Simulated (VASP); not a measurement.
# Al5GaAs6 (P-4m2) in VASP: single point with PBEsol

Aim: the single point of Al5GaAs6 with PBEsol.

All numbers are computed with VASP 6.6.1; they aren't measurements. Logs are shortened: lines on timing, memory, paths and dates and some standing lists are left out, and cuts for length are marked.

### 1 The cell of the first run

It takes space group P-4m2 (No. 115, tetragonal). The conventional cell has a = 4.054 Å, b = 4.054 Å, c = 17.182 Å, α = 90.00°, β = 90.00°, γ = 90.00°. Within 3.3 Å of Al (site symmetry 2mm) lie 4 As at 2.48 Å. Within 3.3 Å of Al (site symmetry 2mm) lie 4 As at 2.48 Å. Within 3.3 Å of Al (site symmetry -4m2) lie 4 As at 2.48 Å. Ga (site symmetry -4m2) has 4 As at 2.49 Å within 3.3 Å. Within 3.3 Å of As (site symmetry 2mm) lie 4 Al at 2.48 Å. Within 3.3 Å of As (site symmetry 2mm) lie 4 Al at 2.48 Å. As (site symmetry 2mm) has 2 Al at 2.48 Å and 2 Ga at 2.49 Å within 3.3 Å.

### 2 Single point, PBEsol

Input file INCAR:

```
SYSTEM = Al5GaAs6
PREC = Accurate
ENCUT = 520
EDIFF = 1E-6
ISMEAR = 0
SIGMA = 0.02
LREAL = .False.
LASPH = .True.
NELM = 80
ALGO = Normal
ISIF = 2
LWAVE = .False.
LCHARG = .False.
GGA = PS
NBANDS = 41
```

Input file KPOINTS:

```
regular mesh
0
Gamma
  8 8 2
  0 0 0
```

Input file POSCAR:

```
Al5GaAs6
1.0
    4.0541471000      0.0000000000      0.0000000000
    0.0000000000      4.0541471000      0.0000000000
    0.0000000000      0.0000000000     17.1817152000
Al Ga As
5 1 6
Direct
    0.0000000000      0.0000000000      0.6668940000
    0.5000000000      0.5000000000      0.8334580000
    0.0000000000      0.0000000000      0.0000000000
    0.5000000000      0.5000000000      0.1665420000
    0.0000000000      0.0000000000      0.3331060000
    0.5000000000      0.5000000000      0.5000000000
    0.5000000000      0.0000000000      0.9167330000
    0.0000000000      0.5000000000      0.0832670000
    0.5000000000      0.0000000000      0.2498290000
    0.0000000000      0.5000000000      0.4160490000
    0.5000000000      0.0000000000      0.5839510000
    0.0000000000      0.5000000000      0.7501710000
```

Potentials or basis: VASP PAW PBE potentials, release 64 (Al, Ga_d, As).

On the command line:

```sh
$ cat potpaw_PBE.64/Al/POTCAR potpaw_PBE.64/Ga_d/POTCAR potpaw_PBE.64/As/POTCAR > POTCAR
$ mpirun -np 1 vasp_std > vasp.out
```

OUTCAR:

```text
SYSTEM = Al5GaAs6
   PREC = Accurate
   ENCUT = 520
   EDIFF = 1E-6
   ISMEAR = 0
   LREAL = .False.
   LASPH = .True.
   NELM = 80
   ISIF = 2
   GGA = PS

 ion  position               nearest neighbor table
   1  0.000  0.000  0.667-  11 2.48  11 2.48  12 2.48  12 2.48
   2  0.500  0.500  0.833-   7 2.48   7 2.48  12 2.48  12 2.48
   3  0.000  0.000  0.000-   7 2.48   8 2.48   8 2.48   7 2.48
   4  0.500  0.500  0.167-   8 2.48   8 2.48   9 2.48   9 2.48
   5  0.000  0.000  0.333-  10 2.48  10 2.48   9 2.48   9 2.48
   6  0.500  0.500  0.500-  10 2.49  11 2.49  11 2.49  10 2.49
   7  0.500  0.000  0.917-   3 2.48   3 2.48   2 2.48   2 2.48
   8  0.000  0.500  0.083-   3 2.48   3 2.48   4 2.48   4 2.48
   9  0.500  0.000  0.250-   5 2.48   5 2.48   4 2.48   4 2.48
  10  0.000  0.500  0.416-   5 2.48   5 2.48   6 2.49   6 2.49
  11  0.500  0.000  0.584-   1 2.48   1 2.48   6 2.49   6 2.49
  12  0.000  0.500  0.750-   1 2.48   1 2.48   2 2.48   2 2.48

  LATTYP: Found a simple tetragonal cell.
 ALAT       =     4.0541471000
 C/A-ratio  =     4.2380591469

  Lattice vectors:

 A1 = (   4.0541471000,   0.0000000000,   0.0000000000)
 A2 = (   0.0000000000,   4.0541471000,   0.0000000000)
 A3 = (   0.0000000000,   0.0000000000,  17.1817152000)

Analysis of symmetry for initial positions (statically):
=====================================================================
 Subroutine PRICEL returns:
 Original cell was already a primitive cell.

 Routine SETGRP: Setting up the symmetry group for a
 simple tetragonal supercell.

 Subroutine GETGRP returns: Found  8 space group operations
 (whereof  8 operations were pure point group operations)
 out of a pool of 16 trial point group operations.

The static configuration has the point symmetry D_2d.

Analysis of symmetry for dynamics (positions and initial velocities):
=====================================================================
 Subroutine PRICEL returns:
 Original cell was already a primitive cell.

 Routine SETGRP: Setting up the symmetry group for a
 simple tetragonal supercell.

 Subroutine GETGRP returns: Found  8 space group operations
 (whereof  8 operations were pure point group operations)
 out of a pool of 16 trial point group operations.

The dynamic configuration has the point symmetry D_2d.

 Subroutine INISYM returns: Found  8 space group operations
 (whereof  8 operations are pure point group operations),
 and found     1 'primitive' translations

----------------------------------------------------------------------------------------

                                     Primitive cell

  volume of cell :     282.4005

  direct lattice vectors                    reciprocal lattice vectors
     4.054147100  0.000000000  0.000000000     0.246661005  0.000000000  0.000000000
     0.000000000  4.054147100  0.000000000     0.000000000  0.246661005  0.000000000
     0.000000000  0.000000000 17.181715200     0.000000000  0.000000000  0.058201407

  length of vectors
     4.054147100  4.054147100 17.181715200     0.246661005  0.246661005  0.058201407

  position of ions in fractional coordinates (direct lattice)
     0.000000000  0.000000000  0.666894000
     0.500000000  0.500000000  0.833458000
     0.000000000  0.000000000  0.000000000
     0.500000000  0.500000000  0.166542000
     0.000000000  0.000000000  0.333106000
     0.500000000  0.500000000  0.500000000
     0.500000000  0.000000000  0.916733000
     0.000000000  0.500000000  0.083267000
     0.500000000  0.000000000  0.249829000
     0.000000000  0.500000000  0.416049000
     0.500000000  0.000000000  0.583951000
     0.000000000  0.500000000  0.750171000

  ion indices of the primitive-cell ions
   primitive index   ion index
                 1           1
                 2           2
                 3           3
                 4           4
                 5           5
                 6           6
                 7           7
                 8           8
                 9           9
                10          10
                11          11
                12          12

----------------------------------------------------------------------------------------

 KPOINTS: regular mesh

Automatic generation of k-mesh.
 Grid dimensions read from file:
 generate k-points for:    8    8    2

 Generating k-lattice:

  Cartesian coordinates                     Fractional coordinates (reciprocal lattice)
     0.030832626  0.000000000  0.000000000     0.125000000  0.000000000  0.000000000
     0.000000000  0.030832626  0.000000000     0.000000000  0.125000000  0.000000000
     0.000000000  0.000000000  0.029100704     0.000000000  0.000000000  0.500000000

  Length of vectors
     0.030832626  0.030832626  0.029100704

  Shift w.r.t. Gamma in fractional coordinates (k-lattice)
     0.000000000  0.000000000  0.000000000

 Subroutine IBZKPT returns following result:
 ===========================================

 Found     30 irreducible k-points:

 Following reciprocal coordinates:
            Coordinates               Weight
  0.000000  0.000000  0.000000      1.000000
  0.125000  0.000000  0.000000      4.000000
  0.250000  0.000000  0.000000      4.000000
  0.375000  0.000000  0.000000      4.000000
  0.500000  0.000000  0.000000      2.000000
  0.125000  0.125000  0.000000      4.000000
[... 16 lines left out ...]
  0.375000  0.125000  0.500000      8.000000
  0.500000  0.125000  0.500000      4.000000
 [... further k-points ...]
   k-points           NKPTS =     30   k-points in BZ     NKDIM =     30   number of bands    NBANDS=     41
   number of dos      NEDOS =    301   number of ions     NIONS =     12
   total plane-waves  NPLWV = 115200
   dimension x,y,z NGX =    30 NGY =   30 NGZ =  128
   dimension x,y,z NGXF=    60 NGYF=   60 NGZF=  256
   ions per type =               5   1   6
   NGX,Y,Z   is equivalent  to a cutoff of  12.30, 12.30, 12.38 a.u.
   NGXF,Y,Z  is equivalent  to a cutoff of  24.60, 24.60, 24.77 a.u.
 SYSTEM =  Al5GaAs6
   PREC   = accura    normal or accurate (medium, high low for compatibility)
   ISTART =      0    job   : 0-new  1-cont  2-samecut
   ICHARG =      2    charge: 1-file 2-atom 10-const
   ISPIN  =      1    spin polarized calculation?
   LNONCOLLINEAR =      F non collinear calculations
   LSORBIT =      F    spin-orbit coupling
   LASPH  =      T    aspherical Exc in radial PAW
   ENCUT  =  520.0 eV  38.22 Ry    6.18 a.u.   7.54  7.54 31.95*2*pi/ulx,y,z
   NELM   =     80;   NELMIN=  2; NELMDL= -5     # of ELM steps
   EDIFF  = 0.1E-05   stopping-criterion for ELM
   LREAL  =      F    real-space projection
   EDIFFG = 0.1E-04   stopping-criterion for IOM
   NSW    =      0    number of steps for IOM
   IBRION =     -1    ionic relax: 0-MD 1-quasi-New 2-CG
   NFREE  =      0    steps in history (QN), initial steepest desc. (CG)
   ISIF   =      2    stress and relaxation
   ISYM   =      2    0-nonsym 1-usesym 2-fastsym
   POTIM  = 0.5000    time-step for ionic-motion
   TEBEG  =    0.0;   TEEND  =   0.0 temperature during run
   PSTRESS=    0.0 pullay stress
   NELECT =      58.0000    total number of electrons
   NUPDOWN=      -1.0000    fix difference up-down
   EMIN   =  10.00;   EMAX   =-10.00  energy-range for DOS
   EFERMI =   0.00;   METHOD = LEGACY
   ISMEAR =     0;   SIGMA  =   0.02  broadening in eV -4-tet -1-fermi 0-gaus
   EFERMI_NEDOS =   21; number of points for ismear=-14 and -15
   IALGO  =     38    algorithm
   IMIX   =      4    mixing-type and parameters
     AMIX     =   0.40;   BMIX     =  1.00
     AMIX_MAG =   1.60;   BMIX_MAG =  1.00
  volume/ion in A,a.u.               =      23.53       158.81
  Fermi-wavevector in a.u.,A,eV,Ry     =   0.965893  1.825273 12.693544  0.932949
  Thomas-Fermi vector in A             =   2.095648
   LORBIT       =      0    0 simple, 1 ext, 2 COOP (PROOUT), +10 PAW based schemes
   GGA     = PS    functional components
   LHFCALC =     F    Hartree Fock is set to
   AEXX    =    0.0000 exact exchange contribution
   IVDW    =     0    specifies the selected vdW correction
   LEPSILON=     F    determine dielectric tensor
   LRPA    =     F    only Hartree local field effects (RPA)
 non-spin polarized calculation
 Gauss-broadening in eV      SIGMA  =   0.02
  energy-cutoff  :      520.00
  volume of cell :      282.40
 maximum number of plane-waves:      7652
   NGX = 15   NGY = 15   NGZ = 63

 number of electron      58.0000024 magnetization

 Free energy of the ion-electron system (eV)
  ---------------------------------------------------
  ext. energy  EPLUGINS =         0.00000000
  ---------------------------------------------------
  free energy    TOTEN  =       -59.35553250 eV

  energy without entropy =      -59.35553250  energy(sigma->0) =      -59.35553250

 E-fermi :   3.5924     XC(G=0):  -9.1434

 val. band max:        3.4877450283   @ k =   0.0000   0.0000   0.0000
 cond. band min:       4.8140557398   @ k =   0.0000   0.0000   0.0000
 fundamental gap:      1.3263107114
 Fermi energy:         3.5924001114

 k-point     1 :       0.0000    0.0000    0.0000
  band No.  band energies     occupation
      1     -10.9361      2.00000
      2     -10.8674      2.00000
      3     -10.8674      2.00000
      4     -10.8296      2.00000
      5     -10.8131      2.00000
      6      -8.3498      2.00000
[... 33 lines left out ...]
     40       7.0544      0.00000
     41       7.5913      0.00000

 k-point     2 :       0.1250    0.0000    0.0000
  band No.  band energies     occupation
      1     -10.9332      2.00000
      2     -10.8726      2.00000
      3     -10.8671      2.00000
      4     -10.8283      2.00000
      5     -10.8143      2.00000
      6      -8.2475      2.00000
[... 33 lines left out ...]
     40       7.3640      0.00000
     41       7.6025      0.00000

 k-point     3 :       0.2500    0.0000    0.0000
  band No.  band energies     occupation
      1     -10.9271      2.00000
      2     -10.8843      2.00000
      3     -10.8665      2.00000
      4     -10.8250      2.00000
      5     -10.8171      2.00000
      6      -7.9540      2.00000
[... 33 lines left out ...]
     40       8.2335      0.00000
     41       8.3178      0.00000

 k-point     4 :       0.3750    0.0000    0.0000
  band No.  band energies     occupation
      1     -10.9229      2.00000
      2     -10.8938      2.00000
      3     -10.8659      2.00000
      4     -10.8216      2.00000
      5     -10.8199      2.00000
      6      -7.5159      2.00000
[... 825 lines left out ...]
     40       8.3324      0.00000
     41       8.4136      0.00000

 k-point    23 :       0.3750    0.1250    0.5000
  band No.  band energies     occupation
      1     -10.9216      2.00000
      2     -10.8951      2.00000
      3     -10.8654      2.00000
      4     -10.8215      2.00000
      5     -10.8210      2.00000
      6      -7.3886      2.00000
[... 33 lines left out ...]
     40       7.9354      0.00000
     41       8.0610      0.00000

 k-point    24 :       0.5000    0.1250    0.5000
  band No.  band energies     occupation
      1     -10.9215      2.00000
      2     -10.8976      2.00000
      3     -10.8646      2.00000
      4     -10.8226      2.00000
      5     -10.8196      2.00000
      6      -6.9954      2.00000
[... 33 lines left out ...]
     40       7.8196      0.00000
     41       7.8302      0.00000

 [... further k-points ...]

------------------------ aborting loop because EDIFF is reached ----------------------------------------

  FORCE on cell =-STRESS in cart. coord.  units (eV):
  Direction    XX          YY          ZZ          XY          YZ          ZX
  --------------------------------------------------------------------------------------
  -------------------------------------------------------------------------------------
  Total       -3.2612208     -3.2612208     -3.2564938      0.0000000     -0.0000000     -0.0000000
  in kB      -18.5022808    -18.5022808    -18.4754626      0.0000000     -0.0000000     -0.0000000
  external PRESSURE =     -18.4933414 kB  Pullay stress =       0.0000000 kB

 VOLUME and BASIS-vectors are now :
 -----------------------------------------------------------------------------
  energy-cutoff  :      520.00
  volume of cell :      282.40
      direct lattice vectors                 reciprocal lattice vectors
     4.054147100  0.000000000  0.000000000     0.246661005  0.000000000  0.000000000
     0.000000000  4.054147100  0.000000000     0.000000000  0.246661005  0.000000000
     0.000000000  0.000000000 17.181715200     0.000000000  0.000000000  0.058201407

 POSITION                                       TOTAL-FORCE (eV/Angst)
 -----------------------------------------------------------------------------------
      0.00000      0.00000     11.45838         0.000000     -0.000000     -0.004543
      2.02707      2.02707     14.32024         0.000000     -0.000000     -0.000205
      0.00000      0.00000      0.00000         0.000000     -0.000000     -0.000000
      2.02707      2.02707      2.86148         0.000000      0.000000      0.000205
      0.00000      0.00000      5.72333         0.000000     -0.000000      0.004543
      2.02707      2.02707      8.59086         0.000000      0.000000     -0.000000
      2.02707      0.00000     15.75105         0.000000     -0.000000      0.000005
      0.00000      2.02707      1.43067         0.000000     -0.000000     -0.000005
      2.02707      0.00000      4.29249         0.000000     -0.000000      0.000818
      0.00000      2.02707      7.14844         0.000000     -0.000000      0.093223
      2.02707      0.00000     10.03328         0.000000     -0.000000     -0.093223
      0.00000      2.02707     12.88922        -0.000000     -0.000000     -0.000818
 -----------------------------------------------------------------------------------
    total drift:                                0.000000      0.000000      0.000000

  FREE ENERGIE OF THE ION-ELECTRON SYSTEM (eV)
  ---------------------------------------------------
  free  energy   TOTEN  =       -59.3555324992 eV

  energy  without entropy=      -59.3555324992  energy(sigma->0) =      -59.35553250
```

It took 6.1 min on 1 thread of Intel Xeon Platinum 8259CL at 2.50GHz (Skylake/Cascade Lake), shared host; peak memory 0.5 GiB.

What came out:

| Item | Value |
| --- | --- |
| Free energy | -59.3555 eV |
| Pressure | -1.8 GPa |
| Largest force | 0.093 eV/Å |
| Band gap on the k mesh | 1.33 eV |

Forces on the atoms (eV/Å):
```
Al   0.000  0.000 -0.005
Al   0.000  0.000  0.000
Al   0.000  0.000  0.000
Al   0.000  0.000  0.000
Al   0.000  0.000  0.005
Ga   0.000  0.000  0.000
As   0.000  0.000  0.000
As   0.000  0.000  0.000
As   0.000  0.000  0.001
As   0.000  0.000  0.093
As   0.000  0.000 -0.093
As   0.000  0.000 -0.001
```

Caveat: the PAW data sets were made with another functional, which shifts forces and pressure a little.
